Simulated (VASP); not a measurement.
# Al2Pt: single point with PBE

Crystal: Al2Pt.

```
Pt Al
1.0
     0.00000    2.95500    2.83680
     2.95500    0.00000    2.83680
     2.95500    2.95500    0.00000
Pt Al
1 2
Direct
  0.00000 0.00000 0.00000
  0.75000 0.75000 0.75000
  0.25000 0.25000 0.25000
```

* Program: VASP 6.6.1
* Task: single point
* Functional: PBE
* Potentials or basis: VASP PAW PBE potentials, release 64 (Pt, Al)
* Cutoff: 520 eV
* k mesh: 7 × 7 × 7
* Occupations: fermi-dirac, width 0.05 eV
* Spin: no spin polarisation

- Pressure: 8.5 GPa
- Band gap on the k mesh: zero (band 8 reaches 12.15 eV, above the bottom of band 9 at 6.82 eV)

Stress tensor (GPa, compression positive):
```
7.81 0.00 0.00
0.00 7.81 0.00
0.00 0.00 9.92
```

Levels at points of the mesh, in eV from the Fermi level:
| k point | band 4 | band 5 | band 6 | band 7 | band 8 | band 9 | band 10 | band 11 | band 12 | band 13 |
| --- | --- | --- | --- | --- | --- | --- | --- | --- | --- | --- |
| (0.00, 0.00, 0.00) | -5.24 | -3.95 | -3.78 | 3.30 | 3.77 | 3.77 | 4.06 | 5.24 | 5.87 | 5.87 |

Wall time 24 s on 1 thread of Intel(R) Xeon(R) Platinum 8488C (Sapphire Rapids) (shared host), peak memory 0.18 GiB.

Caveat: spin-orbit coupling is left out, which moves the levels of the heavy elements.
